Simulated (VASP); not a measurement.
# Ca2MgC6N6 (F-43m) in VASP: single point with PBE

Aim: the single point of Ca2MgC6N6 with PBE.

All numbers are computed with VASP 6.6.1; they aren't measurements. Logs are shortened: lines on timing, memory, paths and dates and some standing lists are left out, and cuts for length are marked.

## 1. The cell of the first run

Symmetry: F-43m, No. 216, cubic system. The conventional cell has a = 10.702 Å, b = 10.702 Å, c = 10.702 Å, α = 90.00°, β = 90.00°, γ = 90.00°. Ca (site symmetry -43m) has 6 C at 2.11 Å within 2.8 Å. Ca (site symmetry -43m) has 12 C at 3.83 Å and 12 N at 3.83 Å and 4 Ca at 4.63 Å and 4 Mg at 4.63 Å within 5.0 Å. Within 2.7 Å of Mg (site symmetry -43m) lie 6 N at 2.07 Å. C (site symmetry 2mm) has 1 N at 1.17 Å within 1.6 Å. N (site symmetry 2mm) has 1 C at 1.17 Å within 1.6 Å.

## 2. Single point, PBE

Contents of INCAR:

```
SYSTEM = Ca2MgC6N6
PREC = Accurate
ENCUT = 520
EDIFF = 1E-6
ISMEAR = 0
SIGMA = 0.1
LREAL = Auto
LASPH = .TRUE.
NELM = 80
ALGO = Normal
ISIF = 2
LWAVE = .FALSE.
LCHARG = .TRUE.
GGA = PE
LELF = .TRUE.
LVHAR = .TRUE.
NBANDS = 51
```

Contents of KPOINTS:

```
Automatic mesh
0
G
  4 4 4
  0 0 0
```

Contents of POSCAR:

```
Ca2MgC6N6
1.0
    0.0000000000      5.3510000000      5.3510000000
    5.3510000000      0.0000000000      5.3510000000
    5.3510000000      5.3510000000      0.0000000000
Ca Mg C N
2 1 6 6
Direct
    0.0000000000      0.0000000000      0.0000000000
    0.7500000000      0.7500000000      0.7500000000
    0.5000000000      0.5000000000      0.5000000000
    0.8032143500      0.1967856500      0.1967856500
    0.1967856500      0.1967856500      0.8032143500
    0.8032143500      0.1967856500      0.8032143500
    0.1967856500      0.8032143500      0.8032143500
    0.8032143500      0.8032143500      0.1967856500
    0.1967856500      0.8032143500      0.1967856500
    0.6938889900      0.3061110100      0.3061110100
    0.3061110100      0.3061110100      0.6938889900
    0.6938889900      0.3061110100      0.6938889900
    0.3061110100      0.6938889900      0.6938889900
    0.6938889900      0.6938889900      0.3061110100
    0.3061110100      0.6938889900      0.3061110100
```

Potentials or basis: VASP PAW PBE potentials, release 64 (Ca_sv, Mg, C, N).

Started as:

```
cat potpaw_PBE.64/Ca_sv/POTCAR potpaw_PBE.64/Mg/POTCAR potpaw_PBE.64/C/POTCAR potpaw_PBE.64/N/POTCAR > POTCAR
mpirun -np 1 vasp_std > vasp.out
```

OUTCAR:

```text
SYSTEM = Ca2MgC6N6
   PREC = Accurate
   ENCUT = 520
   EDIFF = 1E-6
   ISMEAR = 0
   LREAL = Auto
   LASPH = .TRUE.
   NELM = 80
   ISIF = 2
   GGA = PE

 ion  position               nearest neighbor table
   1  0.000  0.000  0.000-   4 2.11   5 2.11   6 2.11   7 2.11   8 2.11   9 2.11
   2  0.750  0.750  0.750-
   3  0.500  0.500  0.500-  10 2.07  11 2.07  12 2.07  13 2.07  14 2.07  15 2.07
   4  0.803  0.197  0.197-  10 1.17   1 2.11
   5  0.197  0.197  0.803-  11 1.17   1 2.11
   6  0.803  0.197  0.803-  12 1.17   1 2.11
   7  0.197  0.803  0.803-  13 1.17   1 2.11
   8  0.803  0.803  0.197-  14 1.17   1 2.11
   9  0.197  0.803  0.197-  15 1.17   1 2.11
  10  0.694  0.306  0.306-   4 1.17   3 2.07
  11  0.306  0.306  0.694-   5 1.17   3 2.07
  12  0.694  0.306  0.694-   6 1.17   3 2.07
  13  0.306  0.694  0.694-   7 1.17   3 2.07
  14  0.694  0.694  0.306-   8 1.17   3 2.07
  15  0.306  0.694  0.306-   9 1.17   3 2.07

  LATTYP: Found a face centered cubic cell.
 ALAT       =    10.7020000000

  Lattice vectors:

 A1 = (   0.0000000000,   5.3510000000,   5.3510000000)
 A2 = (   5.3510000000,   0.0000000000,   5.3510000000)
 A3 = (   5.3510000000,   5.3510000000,   0.0000000000)

Analysis of symmetry for initial positions (statically):
=====================================================================
 Subroutine PRICEL returns:
 Original cell was already a primitive cell.

 Routine SETGRP: Setting up the symmetry group for a
 face centered cubic supercell.

 Subroutine GETGRP returns: Found 24 space group operations
 (whereof 24 operations were pure point group operations)
 out of a pool of 48 trial point group operations.

The static configuration has the point symmetry T_d .

Analysis of symmetry for dynamics (positions and initial velocities):
=====================================================================
 Subroutine PRICEL returns:
 Original cell was already a primitive cell.

 Routine SETGRP: Setting up the symmetry group for a
 face centered cubic supercell.

 Subroutine GETGRP returns: Found 24 space group operations
 (whereof 24 operations were pure point group operations)
 out of a pool of 48 trial point group operations.

The dynamic configuration has the point symmetry T_d .

 Subroutine INISYM returns: Found 24 space group operations
 (whereof 24 operations are pure point group operations),
 and found     1 'primitive' translations

----------------------------------------------------------------------------------------

                                     Primitive cell

  volume of cell :     306.4325

  direct lattice vectors                    reciprocal lattice vectors
     0.000000000  5.351000000  5.351000000    -0.093440478  0.093440478  0.093440478
     5.351000000  0.000000000  5.351000000     0.093440478 -0.093440478  0.093440478
     5.351000000  5.351000000  0.000000000     0.093440478  0.093440478 -0.093440478

  length of vectors
     7.567456772  7.567456772  7.567456772     0.161843656  0.161843656  0.161843656

  position of ions in fractional coordinates (direct lattice)
     0.000000000  0.000000000  0.000000000
     0.750000000  0.750000000  0.750000000
     0.500000000  0.500000000  0.500000000
     0.803214350  0.196785650  0.196785650
     0.196785650  0.196785650  0.803214350
     0.803214350  0.196785650  0.803214350
     0.196785650  0.803214350  0.803214350
     0.803214350  0.803214350  0.196785650
     0.196785650  0.803214350  0.196785650
     0.693888990  0.306111010  0.306111010
     0.306111010  0.306111010  0.693888990
     0.693888990  0.306111010  0.693888990
     0.306111010  0.693888990  0.693888990
     0.693888990  0.693888990  0.306111010
     0.306111010  0.693888990  0.306111010

  ion indices of the primitive-cell ions
   primitive index   ion index
                 1           1
                 2           2
                 3           3
                 4           4
                 5           5
                 6           6
                 7           7
                 8           8
                 9           9
                10          10
                11          11
                12          12
                13          13
                14          14
                15          15

----------------------------------------------------------------------------------------

 KPOINTS: Automatic mesh

Automatic generation of k-mesh.
 Grid dimensions read from file:
 generate k-points for:    4    4    4

 Generating k-lattice:

  Cartesian coordinates                     Fractional coordinates (reciprocal lattice)
    -0.023360120  0.023360120  0.023360120     0.250000000  0.000000000  0.000000000
     0.023360120 -0.023360120  0.023360120     0.000000000  0.250000000  0.000000000
     0.023360120  0.023360120 -0.023360120     0.000000000  0.000000000  0.250000000

  Length of vectors
     0.040460914  0.040460914  0.040460914

  Shift w.r.t. Gamma in fractional coordinates (k-lattice)
     0.000000000  0.000000000  0.000000000

 Subroutine IBZKPT returns following result:
 ===========================================

 Found      8 irreducible k-points:

 Following reciprocal coordinates:
            Coordinates               Weight
  0.000000  0.000000  0.000000      1.000000
  0.250000  0.000000  0.000000      8.000000
  0.500000  0.000000  0.000000      4.000000
  0.250000  0.250000  0.000000      6.000000
  0.500000  0.250000  0.000000     24.000000
 -0.250000  0.250000  0.000000     12.000000
  0.500000  0.500000  0.000000      3.000000
 -0.250000  0.500000  0.250000      6.000000
   k-points           NKPTS =      8   k-points in BZ     NKDIM =      8   number of bands    NBANDS=     51
   number of dos      NEDOS =    301   number of ions     NIONS =     15
   total plane-waves  NPLWV = 175616
   dimension x,y,z NGX =    56 NGY =   56 NGZ =   56
   dimension x,y,z NGXF=   112 NGYF=  112 NGZF=  112
   ions per type =               2   1   6   6
   NGX,Y,Z   is equivalent  to a cutoff of  12.30, 12.30, 12.30 a.u.
   NGXF,Y,Z  is equivalent  to a cutoff of  24.60, 24.60, 24.60 a.u.
 SYSTEM =  Ca2MgC6N6
   PREC   = accura    normal or accurate (medium, high low for compatibility)
   ISTART =      0    job   : 0-new  1-cont  2-samecut
   ICHARG =      2    charge: 1-file 2-atom 10-const
   ISPIN  =      1    spin polarized calculation?
   LNONCOLLINEAR =      F non collinear calculations
   LSORBIT =      F    spin-orbit coupling
   LASPH  =      T    aspherical Exc in radial PAW
   ENCUT  =  520.0 eV  38.22 Ry    6.18 a.u.  14.07 14.07 14.07*2*pi/ulx,y,z
   NELM   =     80;   NELMIN=  2; NELMDL= -5     # of ELM steps
   EDIFF  = 0.1E-05   stopping-criterion for ELM
   LREAL  =      T    real-space projection
   EDIFFG = 0.1E-04   stopping-criterion for IOM
   NSW    =      0    number of steps for IOM
   IBRION =     -1    ionic relax: 0-MD 1-quasi-New 2-CG
   NFREE  =      0    steps in history (QN), initial steepest desc. (CG)
   ISIF   =      2    stress and relaxation
   ISYM   =      2    0-nonsym 1-usesym 2-fastsym
   POTIM  = 0.5000    time-step for ionic-motion
   TEBEG  =    0.0;   TEEND  =   0.0 temperature during run
   PSTRESS=    0.0 pullay stress
   NELECT =      76.0000    total number of electrons
   NUPDOWN=      -1.0000    fix difference up-down
   EMIN   =  10.00;   EMAX   =-10.00  energy-range for DOS
   EFERMI =   0.00;   METHOD = LEGACY
   ISMEAR =     0;   SIGMA  =   0.10  broadening in eV -4-tet -1-fermi 0-gaus
   EFERMI_NEDOS =   21; number of points for ismear=-14 and -15
   IALGO  =     38    algorithm
   IMIX   =      4    mixing-type and parameters
     AMIX     =   0.40;   BMIX     =  1.00
     AMIX_MAG =   1.60;   BMIX_MAG =  1.00
  volume/ion in A,a.u.               =      20.43       137.86
  Fermi-wavevector in a.u.,A,eV,Ry     =   1.028571  1.943718 14.394406  1.057959
  Thomas-Fermi vector in A             =   2.162575
   LORBIT       =      0    0 simple, 1 ext, 2 COOP (PROOUT), +10 PAW based schemes
   GGA     = PE    functional components
   LHFCALC =     F    Hartree Fock is set to
   AEXX    =    0.0000 exact exchange contribution
   IVDW    =     0    specifies the selected vdW correction
   LEPSILON=     F    determine dielectric tensor
   LRPA    =     F    only Hartree local field effects (RPA)
 non-spin polarized calculation
 Gauss-broadening in eV      SIGMA  =   0.10
  energy-cutoff  :      520.00
  volume of cell :      306.43
 maximum number of plane-waves:      8291
   NGX = 29   NGY = 29   NGZ = 29

 number of electron      76.0000005 magnetization

 Free energy of the ion-electron system (eV)
  ---------------------------------------------------
  ext. energy  EPLUGINS =         0.00000000
  ---------------------------------------------------
  free energy    TOTEN  =      -105.17141557 eV

  energy without entropy =     -105.17141557  energy(sigma->0) =     -105.17141557

 E-fermi :  -1.3024     XC(G=0):  -7.1046

 val. band max:       -1.8266724919   @ k =   0.5000   0.5000   0.0000
 cond. band min:       0.4098467063   @ k =   0.0000   0.0000   0.0000
 fundamental gap:      2.2365191982
 Fermi energy:        -1.3023645080

 k-point     1 :       0.0000    0.0000    0.0000
  band No.  band energies     occupation
      1     -45.4926      2.00000
      2     -36.5189      2.00000
      3     -26.3606      2.00000
      4     -26.3606      2.00000
      5     -26.3606      2.00000
      6     -18.2840      2.00000
[... 42 lines left out ...]
     49       4.2239      0.00000
     50       4.2284      0.00000
[... 369 lines left out ...]
     49       3.9849      0.00000
     50       4.1477      0.00000
 [bands above 50 left out]

------------------------ aborting loop because EDIFF is reached ----------------------------------------

  FORCE on cell =-STRESS in cart. coord.  units (eV):
  Direction    XX          YY          ZZ          XY          YZ          ZX
  --------------------------------------------------------------------------------------
  -------------------------------------------------------------------------------------
  Total       21.3487027     21.3487027     21.3487027      0.0000000      0.0000000     -0.0000000
  in kB      111.6213376    111.6213376    111.6213376      0.0000000      0.0000000     -0.0000000
  external PRESSURE =     111.6213376 kB  Pullay stress =       0.0000000 kB

 VOLUME and BASIS-vectors are now :
 -----------------------------------------------------------------------------
  energy-cutoff  :      520.00
  volume of cell :      306.43
      direct lattice vectors                 reciprocal lattice vectors
     0.000000000  5.351000000  5.351000000    -0.093440478  0.093440478  0.093440478
     5.351000000  0.000000000  5.351000000     0.093440478 -0.093440478  0.093440478
     5.351000000  5.351000000  0.000000000     0.093440478  0.093440478 -0.093440478

 POSITION                                       TOTAL-FORCE (eV/Angst)
 -----------------------------------------------------------------------------------
      0.00000      0.00000      0.00000         0.000000     -0.000000     -0.000000
      8.02650      8.02650      8.02650         0.000000     -0.000000     -0.000000
      5.35100      5.35100      5.35100         0.000000     -0.000000     -0.000000
      2.10600      5.35100      5.35100         3.784131      0.000000      0.000000
      5.35100      5.35100      2.10600         0.000000      0.000000      3.784131
      5.35100      8.59600      5.35100         0.000000     -3.784131      0.000000
      8.59600      5.35100      5.35100        -3.784131      0.000000      0.000000
      5.35100      5.35100      8.59600         0.000000      0.000000     -3.784131
      5.35100      2.10600      5.35100         0.000000      3.784131      0.000000
      3.27600      5.35100      5.35100         0.223514     -0.000000     -0.000000
      5.35100      5.35100      3.27600         0.000000     -0.000000      0.223514
      5.35100      7.42600      5.35100         0.000000     -0.223514     -0.000000
      7.42600      5.35100      5.35100        -0.223514     -0.000000     -0.000000
      5.35100      5.35100      7.42600         0.000000     -0.000000     -0.223514
      5.35100      3.27600      5.35100         0.000000      0.223514     -0.000000
 -----------------------------------------------------------------------------------
    total drift:                               -0.000001     -0.000001     -0.000001

  FREE ENERGIE OF THE ION-ELECTRON SYSTEM (eV)
  ---------------------------------------------------
  free  energy   TOTEN  =      -105.1714155701 eV

  energy  without entropy=     -105.1714155701  energy(sigma->0) =     -105.17141557
```

It took 4.1 min on 1 thread of AMD EPYC 7R43 (Zen 3), shared host; peak memory 0.41 GiB.

Results:

| Quantity | Value |
| --- | --- |
| Free energy | -105.1714 eV |
| Pressure | 11.2 GPa |
| Largest force | 3.784 eV/Å |
| Band gap on the k mesh | 2.24 eV (least direct gap 2.27 eV) |

Forces on the atoms (eV/Å):
```
Ca   0.000  0.000  0.000
Ca   0.000  0.000  0.000
Mg   0.000  0.000  0.000
C    3.784  0.000  0.000
C    0.000  0.000  3.784
C    0.000 -3.784  0.000
C   -3.784  0.000  0.000
C    0.000  0.000 -3.784
C    0.000  3.784  0.000
N    0.224  0.000  0.000
N    0.000  0.000  0.224
N    0.000 -0.224  0.000
N   -0.224  0.000  0.000
N    0.000  0.000 -0.224
N    0.000  0.224  0.000
```

Levels at points of the mesh, in eV from the valence-band top:
| k point | band 34 | band 35 | band 36 | band 37 | band 38 | band 39 | band 40 | band 41 | band 42 | band 43 |
| --- | --- | --- | --- | --- | --- | --- | --- | --- | --- | --- |
| (0.00, 0.00, 0.00) | -1.10 | -1.10 | -0.44 | -0.44 | -0.44 | 2.24 | 2.24 | 2.24 | 2.27 | 2.27 |
| (0.50, 0.00, 0.00) | -1.16 | -1.16 | -0.54 | -0.04 | -0.04 | 2.28 | 2.28 | 2.30 | 2.37 | 2.37 |
| (0.50, 0.50, 0.00) | -1.29 | -1.08 | -0.17 | -0.17 | 0.00 | 2.27 | 2.32 | 2.36 | 2.39 | 2.39 |

Caveat: the cell stands under pressure; forces of over 1 eV/Å act on the atoms, so gaps and moduli don't describe the material at rest. A k mesh can miss the band edges.
